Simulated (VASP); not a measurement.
# SnO in VASP: a series of runs, part 2 of 2

VASP 6.6.1.

**3. Single point, PBE+D3(BJ) (biaxial strain -0.020, then relaxed in part)**

File INCAR:

```
SYSTEM = SnO
PREC = Accurate
ENCUT = 520
EDIFF = 1E-6
ISMEAR = 0
SIGMA = 0.02
LREAL = .False.
LASPH = .True.
NELM = 100
ALGO = Normal
ISIF = 2
LWAVE = .False.
LCHARG = .False.
LDIPOL = .True.
IDIPOL = 3
DIPOL = 0.5 0.5 0.500
GGA = PE
IVDW = 12
NBANDS = 28
```

File KPOINTS:

```
Automatic mesh
0
Gamma
  6 6 1
  0 0 0
```

File POSCAR:

```
SnO
1.0
    3.7442378858      0.0000052036      0.0000000000
   -0.0000052036      3.7442378858      0.0000000000
    0.0000000000      0.0000000000     30.6344298968
Sn O
2 2
Direct
    0.9998506398      0.9998506398      0.4606424928
    0.4998506399      0.4998506398      0.5393575072
    0.9998506398      0.4998506399      0.5000000000
    0.4998506399      0.9998506399      0.5000000000
```

Potentials or basis: VASP PAW PBE potentials, release 64 (Sn_d, O).

Launch:

```bash
> cat potpaw_PBE.64/Sn_d/POTCAR potpaw_PBE.64/O/POTCAR > POTCAR
> mpirun -np 1 vasp_std > vasp.out
```

Run time: 2 min. Hardware: 1 thread of Intel Xeon Platinum 8488C (Sapphire Rapids), shared host; peak memory 0.46 GiB.

Results (log left out):

```yaml
Free_energy: -23.0959 eV
Largest_force: 0.097 eV/Å
Band_gap_on_the_k_mesh: 3.15 eV, indirect (least direct gap 3.29 eV)
Dispersion_energy_per_atom: -0.143 eV
```

Forces in eV/Å, atoms in the order of the input:
```
Sn   0.000  0.000 -0.097
Sn   0.000  0.000  0.097
O    0.000  0.000  0.000
O    0.000  0.000  0.000
```

Levels at points of the mesh, in eV from the valence-band top:
| k point | band 16 | band 17 | band 18 | band 19 | band 20 | band 21 | band 22 | band 23 | band 24 | band 25 |
| --- | --- | --- | --- | --- | --- | --- | --- | --- | --- | --- |
| (0.00, 0.00, 0.00) | -3.68 | -2.07 | -1.50 | -1.50 | -0.09 | 3.37 | 3.54 | 5.34 | 5.42 | 5.71 |
| (0.50, 0.00, 0.00) | -3.74 | -3.22 | -3.22 | -0.50 | -0.50 | 3.19 | 3.19 | 6.14 | 6.14 | 7.59 |
| (0.50, 0.50, 0.00) | -3.96 | -0.85 | -0.85 | -0.56 | -0.56 | 3.17 | 3.17 | 5.29 | 5.29 | 6.59 |

Caveat: the cell differs from its parent crystal (biaxial strain -0.020, then relaxed in part); spin-orbit coupling is left out, which moves the levels of the heavy elements.

**4. Single point, PBE+D3(BJ) (biaxial strain +0.020, then relaxed in part)**

File INCAR:

```
PREC = Accurate
ENCUT = 520
EDIFF = 1E-7
ISMEAR = 0
SIGMA = 0.02
LREAL = F
LASPH = T
NELM = 60
ALGO = Normal
ISIF = 2
LWAVE = F
LCHARG = F
LDIPOL = T
IDIPOL = 3
DIPOL = 0.5 0.5 0.500
GGA = PE
IVDW = 12
NBANDS = 28
```

File KPOINTS:

```
Automatic mesh
0
Gamma
  6 6 1
```

File POSCAR:

```
SnO
1.0
    3.8970639219      0.0000054159      0.0000000000
   -0.0000054159      3.8970639219      0.0000000000
    0.0000000000      0.0000000000     30.6344298968
Sn O
2 2
Direct
    0.9998506398      0.9998506398      0.4622493606
    0.4998506398      0.4998506398      0.5377506394
    0.9998506399      0.4998506398      0.5000000000
    0.4998506398      0.9998506398      0.5000000000
```

Launch:

```bash
> cat potpaw_PBE.64/Sn_d/POTCAR potpaw_PBE.64/O/POTCAR > POTCAR
> mpirun -np 1 vasp_std > vasp.out
```

Run time: 2.8 min. Hardware: 1 thread of Intel Xeon Platinum 8488C (Sapphire Rapids), shared host; peak memory 0.52 GiB.

Results (log left out):

```yaml
Free_energy: -23.1026 eV
Largest_force: 0.086 eV/Å
Band_gap_on_the_k_mesh: 2.81 eV, indirect (least direct gap 2.82 eV)
Dispersion_energy_per_atom: -0.132 eV
```

Forces on the atoms (eV/Å):
```
Sn   0.000  0.000 -0.086
Sn   0.000  0.000  0.086
O    0.000  0.000  0.000
O    0.000  0.000  0.000
```

Levels at points of the mesh, in eV from the valence-band top:
```csv
k point,band 17,band 18,band 19,band 20,band 21,band 22,band 23,band 24
"(0.00, 0.00, 0.00)",-2.07,-1.82,-1.82,-0.02,2.81,2.83,5.11,5.17
"(0.50, 0.00, 0.00)",-3.36,-3.36,-0.54,-0.54,3.24,3.24,5.45,5.45
"(0.50, 0.50, 0.00)",-1.18,-1.18,-0.74,-0.74,3.07,3.07,5.18,5.18
```

Caveat: the cell differs from its parent crystal (biaxial strain +0.020, then relaxed in part); spin-orbit coupling is left out, which moves the levels of the heavy elements.

**5. Single point, PBE+D3(BJ) (biaxial strain +0.040, then relaxed in part)**

File INCAR:

```
SYSTEM = SnO
PREC     = Accurate       ! precision mode
ENCUT    = 520            ! plane-wave cutoff, eV
EDIFF    = 1E-6           ! SCF threshold, eV
ISMEAR   = 0              ! smearing method
SIGMA    = 0.02           ! smearing width, eV
LREAL    = .FALSE.        ! projectors in reciprocal space
LASPH    = .TRUE.         ! aspherical terms in the spheres
NELM     = 80             ! most SCF steps
ALGO     = Normal         ! electronic algorithm
ISIF     = 2              ! what is computed and relaxed
LWAVE    = .FALSE.        ! write WAVECAR
LCHARG   = .FALSE.        ! write CHGCAR
LDIPOL   = .TRUE.       
IDIPOL   = 3            
DIPOL    = 0.5 0.5 0.500
GGA      = PE             ! functional
IVDW     = 12             ! dispersion correction
NBANDS   = 28             ! bands
```

File KPOINTS:

```
regular mesh
0
G
  6 6 1
  0 0 0
```

File POSCAR:

```
SnO
1.0
    3.9734769400      0.0000055222      0.0000000000
   -0.0000055222      3.9734769400      0.0000000000
    0.0000000000      0.0000000000     30.6344298968
Sn O
2 2
Direct
    0.9998506398      0.9998506398      0.4631059812
    0.4998506398      0.4998506398      0.5368940188
    0.9998506398      0.4998506398      0.5000000000
    0.4998506398      0.9998506398      0.5000000000
```

Launch:

```bash
> cat potpaw_PBE.64/Sn_d/POTCAR potpaw_PBE.64/O/POTCAR > POTCAR
> mpirun -np 1 vasp_std > vasp.out
```

It took 3.1 min on 1 thread of Intel Xeon Platinum 8488C (Sapphire Rapids), shared host; peak memory 0.52 GiB.

It converged, with:

```yaml
Free_energy: -23.0327 eV
Largest_force: 0.072 eV/Å
Band_gap_on_the_k_mesh: 2.50 eV, indirect (least direct gap 2.51 eV)
Dispersion_energy_per_atom: -0.127 eV
```

Forces on the atoms (eV/Å):
```
Sn   0.000  0.000 -0.072
Sn   0.000  0.000  0.072
O    0.000  0.000  0.000
O    0.000  0.000  0.000
```

Levels at points of the mesh, in eV from the valence-band top:
| k point | band 17 | band 18 | band 19 | band 20 | band 21 | band 22 | band 23 | band 24 |
| --- | --- | --- | --- | --- | --- | --- | --- | --- |
| (0.00, 0.00, 0.00) | -2.04 | -1.93 | -1.93 | -0.01 | 2.50 | 2.60 | 5.00 | 5.03 |
| (0.50, 0.00, 0.00) | -3.39 | -3.39 | -0.55 | -0.55 | 3.25 | 3.25 | 5.13 | 5.13 |
| (0.50, 0.50, 0.00) | -1.30 | -1.30 | -0.81 | -0.81 | 3.00 | 3.00 | 5.13 | 5.13 |

Caveat: the cell differs from its parent crystal (biaxial strain +0.040, then relaxed in part); spin-orbit coupling is left out, which moves the levels of the heavy elements.

**6. Single point, PBE+D3(BJ) (biaxial strain +0.070, then relaxed in part)**

File INCAR:

```
SYSTEM = SnO
ALGO     = Normal         ! electronic algorithm
DIPOL    = 0.5 0.5 0.500
EDIFF    = 1E-6           ! SCF threshold, eV
ENCUT    = 520            ! plane-wave cutoff, eV
GGA      = PE             ! functional
IDIPOL   = 3            
ISIF     = 2              ! what is computed and relaxed
ISMEAR   = 0              ! smearing method
IVDW     = 12             ! dispersion correction
LASPH    = .TRUE.         ! aspherical terms in the spheres
LCHARG   = .FALSE.        ! write CHGCAR
LDIPOL   = .TRUE.       
LREAL    = .FALSE.        ! projectors in reciprocal space
LWAVE    = .FALSE.        ! write WAVECAR
NBANDS   = 28             ! bands
NELM     = 80             ! most SCF steps
PREC     = Accurate       ! precision mode
SIGMA    = 0.02           ! smearing width, eV
```

File KPOINTS:

```
k-points
0
G
  6 6 1
  0 0 0
```

File POSCAR:

```
SnO
1.0
    4.0880964671      0.0000056814      0.0000000000
   -0.0000056814      4.0880964671      0.0000000000
    0.0000000000      0.0000000000     30.6344298968
Sn O
2 2
Direct
    0.9998506398      0.9998506398      0.4645175265
    0.4998506399      0.4998506398      0.5354824735
    0.9998506398      0.4998506398      0.5000000000
    0.4998506398      0.9998506398      0.5000000000
```

Potentials or basis: VASP PAW PBE potentials, release 64 (Sn_d, O).

Launch:

```bash
> cat potpaw_PBE.64/Sn_d/POTCAR potpaw_PBE.64/O/POTCAR > POTCAR
> mpirun -np 1 vasp_std > vasp.out
```

Run time: 2.6 min. Hardware: 1 thread of Intel Xeon Platinum 8488C (Sapphire Rapids), shared host; peak memory 0.52 GiB.

Results (log left out):

```yaml
Free_energy: -22.8581 eV
Largest_force: 0.055 eV/Å
Band_gap_on_the_k_mesh: 2.14 eV, indirect (least direct gap 2.17 eV)
Dispersion_energy_per_atom: -0.121 eV
```

Forces on the atoms (eV/Å):
```
Sn   0.000  0.000 -0.055
Sn   0.000  0.000  0.055
O    0.000  0.000  0.000
O    0.000  0.000  0.000
```

Levels at points of the mesh, in eV from the valence-band top:
| k point | band 17 | band 18 | band 19 | band 20 | band 21 | band 22 | band 23 | band 24 |
| --- | --- | --- | --- | --- | --- | --- | --- | --- |
| (0.00, 0.00, 0.00) | -2.04 | -2.04 | -1.95 | -0.03 | 2.14 | 2.33 | 4.86 | 4.87 |
| (0.50, 0.00, 0.00) | -3.38 | -3.38 | -0.53 | -0.53 | 3.29 | 3.29 | 4.72 | 4.72 |
| (0.50, 0.50, 0.00) | -1.40 | -1.40 | -0.84 | -0.84 | 2.93 | 2.93 | 5.10 | 5.10 |

Caveat: the cell differs from its parent crystal (biaxial strain +0.070, then relaxed in part); spin-orbit coupling is left out, which moves the levels of the heavy elements.

**7. The runs side by side**

```tsv
cell	gap on the mesh (eV)	largest force (eV/Å)
a = 3.668, b = 3.668, c = 30.634 Å, 4 atoms	3.14	0.10
a = 3.744, b = 3.744, c = 30.634 Å, 4 atoms	3.15	0.10
a = 3.897, b = 3.897, c = 30.634 Å, 4 atoms	2.81	0.09
a = 3.973, b = 3.973, c = 30.634 Å, 4 atoms	2.50	0.07
a = 4.088, b = 4.088, c = 30.634 Å, 4 atoms	2.14	0.06
```

Alike in all rows: task single point; level PBE+D3(BJ); potentials or basis VASP PAW PBE potentials, release 64 (Sn_d, O); no spin polarisation; k mesh 6 × 6 × 1; cutoff (eV) 520; smearing gaussian 0.02 eV.

Caveats: spin-orbit coupling is left out, which moves the levels of the heavy elements.

Absolute energies hang on the potentials; compare differences alone.
